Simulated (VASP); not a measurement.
# MgS (I4/mmm) in VASP: single point with PBE

Aim: the single point of MgS with PBE.

All numbers are computed with VASP 6.6.1; they aren't measurements. Logs are shortened: lines on timing, memory, paths and dates and some standing lists are left out, and cuts for length are marked.

## Step 1: The cell of the first run

The structure is tetragonal, space group I4/mmm (No. 139). The conventional cell has a = 3.847 Å, b = 3.847 Å, c = 5.078 Å, α = 90.00°, β = 90.00°, γ = 90.00°. Mg (site symmetry 4/mmm) has 6 S at 2.54 to 2.72 Å within 3.4 Å. Within 3.4 Å of S (site symmetry 4/mmm) lie 6 Mg at 2.54 to 2.72 Å.

## Step 2: Single point, PBE (epitaxial xy strain +4.6%)

Input file INCAR:

```
  ALGO = Normal
  EDIFF = 1E-7
  ENCUT = 520
  GGA = PE
  ISIF = 2
  ISMEAR = -1
  LASPH = T
  LCHARG = F
  LREAL = F
  LWAVE = F
  NBANDS = 11
  NELM = 80
  PREC = Accurate
  SIGMA = 0.02
```

Input file KPOINTS:

```
k-points
0
Gamma
  8 8 8
```

Input file POSCAR:

```
MgS
1.0
    0.0000000000      2.7201471552      2.5388474143
    2.7201471552      0.0000000000      2.5388474143
    2.7201471552      2.7201471552      0.0000000000
Mg S
1 1
Direct
    0.0000000000      0.0000000000      0.0000000000
    0.5000000000      0.5000000000      0.5000000000
```

Potentials or basis: VASP PAW PBE potentials, release 64 (Mg, S).

The run is started by

```
$ cat potpaw_PBE.64/Mg/POTCAR potpaw_PBE.64/S/POTCAR > POTCAR
$ mpirun -np 1 vasp_std > vasp.out
```

OUTCAR:

```text
EDIFF = 1E-7
   ENCUT = 520
   GGA = PE
   ISIF = 2
   ISMEAR = -1
   LASPH = T
   LREAL = F
   NELM = 80
   PREC = Accurate

 ion  position               nearest neighbor table
   1  0.000  0.000  0.000-   2 2.54   2 2.54   2 2.72   2 2.72   2 2.72   2 2.72
   2  0.500  0.500  0.500-   1 2.54   1 2.54   1 2.72   1 2.72   1 2.72   1 2.72

  LATTYP: Found a body centered tetragonal cell.
 ALAT       =     3.8468689985
 C/A-ratio  =     1.3199552235

  Lattice vectors:

 A1 = (   0.0000000000,  -2.7201471552,  -2.5388474143)
 A2 = (   0.0000000000,   2.7201471552,  -2.5388474143)
 A3 = (   2.7201471552,   0.0000000000,   2.5388474143)

Analysis of symmetry for initial positions (statically):
=====================================================================
 Subroutine PRICEL returns:
 Original cell was already a primitive cell.

 Routine SETGRP: Setting up the symmetry group for a
 body centered tetragonal supercell.

 Subroutine GETGRP returns: Found 16 space group operations
 (whereof 16 operations were pure point group operations)
 out of a pool of 16 trial point group operations.

The static configuration has the point symmetry D_4h.

Analysis of symmetry for dynamics (positions and initial velocities):
=====================================================================
 Subroutine PRICEL returns:
 Original cell was already a primitive cell.

 Routine SETGRP: Setting up the symmetry group for a
 body centered tetragonal supercell.

 Subroutine GETGRP returns: Found 16 space group operations
 (whereof 16 operations were pure point group operations)
 out of a pool of 16 trial point group operations.

The dynamic configuration has the point symmetry D_4h.

 Subroutine INISYM returns: Found 16 space group operations
 (whereof 16 operations are pure point group operations),
 and found     1 'primitive' translations

----------------------------------------------------------------------------------------

                                     Primitive cell

  volume of cell :      37.5709

  direct lattice vectors                    reciprocal lattice vectors
     0.000000000  2.720147155  2.538847414    -0.183813585  0.183813585  0.196939760
     2.720147155  0.000000000  2.538847414     0.183813585 -0.183813585  0.196939760
     2.720147155  2.720147155  0.000000000     0.183813585  0.183813585 -0.196939760

  length of vectors
     3.720879834  3.720879834  3.846868999     0.326129019  0.326129019  0.326129019

  position of ions in fractional coordinates (direct lattice)
     0.000000000  0.000000000  0.000000000
     0.500000000  0.500000000  0.500000000

  ion indices of the primitive-cell ions
   primitive index   ion index
                 1           1
                 2           2

----------------------------------------------------------------------------------------

 KPOINTS: k-points

Automatic generation of k-mesh.
 Grid dimensions read from file:
 generate k-points for:    8    8    8

 Generating k-lattice:

  Cartesian coordinates                     Fractional coordinates (reciprocal lattice)
    -0.022976698  0.022976698  0.024617470     0.125000000  0.000000000  0.000000000
     0.022976698 -0.022976698  0.024617470     0.000000000  0.125000000  0.000000000
     0.022976698  0.022976698 -0.024617470     0.000000000  0.000000000  0.125000000

  Length of vectors
     0.040766127  0.040766127  0.040766127

  Shift w.r.t. Gamma in fractional coordinates (k-lattice)
     0.000000000  0.000000000  0.000000000

 Subroutine IBZKPT returns following result:
 ===========================================

 Found     59 irreducible k-points:

 Following reciprocal coordinates:
            Coordinates               Weight
  0.000000  0.000000  0.000000      1.000000
  0.125000 -0.000000  0.000000      8.000000
  0.250000 -0.000000  0.000000      8.000000
  0.375000 -0.000000  0.000000      8.000000
  0.500000 -0.000000  0.000000      4.000000
  0.125000  0.125000  0.000000      2.000000
[... 16 lines left out ...]
  0.250000  0.000000  0.125000     16.000000
  0.375000 -0.000000  0.125000     16.000000
 [... further k-points ...]
   k-points           NKPTS =     59   k-points in BZ     NKDIM =     59   number of bands    NBANDS=     11
   number of dos      NEDOS =    301   number of ions     NIONS =      2
   total plane-waves  NPLWV =  23520
   dimension x,y,z NGX =    28 NGY =   28 NGZ =   30
   dimension x,y,z NGXF=    56 NGYF=   56 NGZF=   60
   ions per type =               1   1
   NGX,Y,Z   is equivalent  to a cutoff of  12.51, 12.51, 12.96 a.u.
   NGXF,Y,Z  is equivalent  to a cutoff of  25.02, 25.02, 25.93 a.u.
 SYSTEM =  unknown system
   PREC   = accura    normal or accurate (medium, high low for compatibility)
   ISTART =      0    job   : 0-new  1-cont  2-samecut
   ICHARG =      2    charge: 1-file 2-atom 10-const
   ISPIN  =      1    spin polarized calculation?
   LNONCOLLINEAR =      F non collinear calculations
   LSORBIT =      F    spin-orbit coupling
   LASPH  =      T    aspherical Exc in radial PAW
   ENCUT  =  520.0 eV  38.22 Ry    6.18 a.u.   6.92  6.92  7.15*2*pi/ulx,y,z
   NELM   =     80;   NELMIN=  2; NELMDL= -5     # of ELM steps
   EDIFF  = 0.1E-06   stopping-criterion for ELM
   LREAL  =      F    real-space projection
   EDIFFG = 0.1E-05   stopping-criterion for IOM
   NSW    =      0    number of steps for IOM
   IBRION =     -1    ionic relax: 0-MD 1-quasi-New 2-CG
   NFREE  =      0    steps in history (QN), initial steepest desc. (CG)
   ISIF   =      2    stress and relaxation
   ISYM   =      2    0-nonsym 1-usesym 2-fastsym
   POTIM  = 0.5000    time-step for ionic-motion
   TEBEG  =    0.0;   TEEND  =   0.0 temperature during run
   PSTRESS=    0.0 pullay stress
   NELECT =       8.0000    total number of electrons
   NUPDOWN=      -1.0000    fix difference up-down
   EMIN   =  10.00;   EMAX   =-10.00  energy-range for DOS
   EFERMI =   0.00;   METHOD = LEGACY
   ISMEAR =    -1;   SIGMA  =   0.02  broadening in eV -4-tet -1-fermi 0-gaus
   EFERMI_NEDOS =   21; number of points for ismear=-14 and -15
   IALGO  =     38    algorithm
   IMIX   =      4    mixing-type and parameters
     AMIX     =   0.40;   BMIX     =  1.00
     AMIX_MAG =   1.60;   BMIX_MAG =  1.00
  volume/ion in A,a.u.               =      18.79       126.77
  Fermi-wavevector in a.u.,A,eV,Ry     =   0.977585  1.847367 13.002703  0.955672
  Thomas-Fermi vector in A             =   2.108294
   LORBIT       =      0    0 simple, 1 ext, 2 COOP (PROOUT), +10 PAW based schemes
   GGA     = PE    functional components
   LHFCALC =     F    Hartree Fock is set to
   AEXX    =    0.0000 exact exchange contribution
   IVDW    =     0    specifies the selected vdW correction
   LEPSILON=     F    determine dielectric tensor
   LRPA    =     F    only Hartree local field effects (RPA)
 non-spin polarized calculation
  energy-cutoff  :      520.00
  volume of cell :       37.57
 maximum number of plane-waves:      1034
   NGX = 13   NGY = 13   NGZ = 15

 number of electron       8.0000001 magnetization

 Free energy of the ion-electron system (eV)
  ---------------------------------------------------
  ext. energy  EPLUGINS =         0.00000000
  ---------------------------------------------------
  free energy    TOTEN  =        -8.45176809 eV

  energy without entropy =       -8.45176809  energy(sigma->0) =       -8.45176809

 E-fermi :   3.6685     XC(G=0):  -9.4175

 val. band max:        3.2660753707   @ k =   0.0000   0.0000   0.0000
 cond. band min:       5.6501797888   @ k =   0.5000   0.5000   0.0000
 fundamental gap:      2.3841044181
 Fermi energy:         3.6684681457

 k-point     1 :       0.0000    0.0000    0.0000
  band No.  band energies     occupation
      1      -9.1620      2.00000
      2       2.9339      2.00000
      3       3.2661      2.00000
      4       3.2661      2.00000
      5       6.3914      0.00000
      6      10.9534      0.00000
      7      10.9534      0.00000
      8      11.6331      0.00000
      9      12.9819      0.00000
     10      13.8301      0.00000
     11      15.2218      0.00000

 k-point     2 :       0.1250   -0.0000    0.0000
  band No.  band energies     occupation
      1      -9.0262      2.00000
      2       2.1178      2.00000
      3       3.0205      2.00000
      4       3.1435      2.00000
      5       7.2128      0.00000
      6      10.7564      0.00000
      7      11.1062      0.00000
      8      11.6586      0.00000
      9      12.4533      0.00000
     10      13.0359      0.00000
     11      15.3805      0.00000

 k-point     3 :       0.2500   -0.0000    0.0000
  band No.  band energies     occupation
      1      -8.6618      2.00000
      2       0.4962      2.00000
      3       2.8732      2.00000
      4       2.8784      2.00000
      5       7.8587      0.00000
      6      10.5270      0.00000
      7      11.0006      0.00000
      8      11.4243      0.00000
      9      13.3291      0.00000
     10      13.3649      0.00000
     11      14.7595      0.00000

 k-point     4 :       0.3750   -0.0000    0.0000
  band No.  band energies     occupation
      1      -8.2255      2.00000
      2      -0.8220      2.00000
      3       2.6467      2.00000
      4       2.7524      2.00000
      5       7.6946      0.00000
      6       9.8845      0.00000
      7      10.6596      0.00000
      8      12.2843      0.00000
      9      14.4346      0.00000
     10      15.2057      0.00000
     11      15.3605      0.00000

 k-point     5 :       0.5000   -0.0000    0.0000
  band No.  band energies     occupation
      1      -8.0135      2.00000
      2      -1.3431      2.00000
      3       2.5583      2.00000
      4       2.7062      2.00000
      5       7.5691      0.00000
      6       9.6544      0.00000
      7      10.4468      0.00000
      8      12.5970      0.00000
      9      14.9655      0.00000
     10      16.9526      0.00000
     11      17.6440      0.00000
[... 211 lines left out ...]
 k-point    21 :       0.5000    0.5000    0.0000
  band No.  band energies     occupation
      1      -7.5545      2.00000
      2      -0.6588      2.00000
      3       1.4385      2.00000
      4       1.4385      2.00000
      5       5.6502      0.00000
      6       7.5893      0.00000
      7      15.0144      0.00000
      8      15.6050      0.00000
      9      15.6050      0.00000
     10      15.9430      0.00000
     11      18.2922      0.00000

 k-point    22 :       0.1250    0.0000    0.1250
  band No.  band energies     occupation
      1      -8.9921      2.00000
      2       2.2746      2.00000
      3       2.6481      2.00000
      4       3.0388      2.00000
      5       7.5065      0.00000
      6      10.1519      0.00000
      7      11.2598      0.00000
      8      11.6564      0.00000
      9      12.0361      0.00000
     10      13.8070      0.00000
     11      15.8309      0.00000

 k-point    23 :       0.2500    0.0000    0.1250
  band No.  band energies     occupation
      1      -8.7135      2.00000
      2       1.0162      2.00000
      3       2.5112      2.00000
      4       2.7681      2.00000
      5       8.2724      0.00000
      6       9.9468      0.00000
      7      10.2320      0.00000
      8      11.9847      0.00000
      9      12.8118      0.00000
     10      14.1120      0.00000
     11      16.1488      0.00000

 k-point    24 :       0.3750   -0.0000    0.1250
  band No.  band energies     occupation
      1      -8.2979      2.00000
      2      -0.3152      2.00000
      3       2.2855      2.00000
      4       2.5023      2.00000
      5       8.3055      0.00000
      6       9.4687      0.00000
      7      11.0935      0.00000
      8      11.4704      0.00000
      9      14.2495      0.00000
     10      15.6551      0.00000
     11      15.7917      0.00000

 [... further k-points ...]

------------------------ aborting loop because EDIFF is reached ----------------------------------------

  FORCE on cell =-STRESS in cart. coord.  units (eV):
  Direction    XX          YY          ZZ          XY          YZ          ZX
  --------------------------------------------------------------------------------------
  -------------------------------------------------------------------------------------
  Total       -1.1219599     -1.1219599      0.1971317      0.0000000      0.0000000     -0.0000000
  in kB      -47.8449945    -47.8449945      8.4065102      0.0000000      0.0000000     -0.0000000
  external PRESSURE =     -29.0944929 kB  Pullay stress =       0.0000000 kB

 VOLUME and BASIS-vectors are now :
 -----------------------------------------------------------------------------
  energy-cutoff  :      520.00
  volume of cell :       37.57
      direct lattice vectors                 reciprocal lattice vectors
     0.000000000  2.720147155  2.538847414    -0.183813585  0.183813585  0.196939760
     2.720147155  0.000000000  2.538847414     0.183813585 -0.183813585  0.196939760
     2.720147155  2.720147155  0.000000000     0.183813585  0.183813585 -0.196939760

 POSITION                                       TOTAL-FORCE (eV/Angst)
 -----------------------------------------------------------------------------------
      0.00000      0.00000      0.00000        -0.000000      0.000000      0.000000
      2.72015      2.72015      2.53885         0.000000     -0.000000      0.000000
 -----------------------------------------------------------------------------------
    total drift:                                0.000000      0.000000      0.000000

  FREE ENERGIE OF THE ION-ELECTRON SYSTEM (eV)
  ---------------------------------------------------
  free  energy   TOTEN  =        -8.4517680947 eV

  energy  without entropy=       -8.4517680947  energy(sigma->0) =       -8.45176809
```

Wall time 12 s (1 thread of Intel Xeon Platinum 8559C (Emerald Rapids), shared host); peak memory 0.17 GiB.

What came out:

```
Free energy            : -8.4518 eV
Pressure               : -2.9 GPa
Band gap on the k mesh : 2.38 eV (least direct gap 3.13 eV)
```

Caveat: the cell differs from its parent crystal (epitaxial xy strain +4.6%).
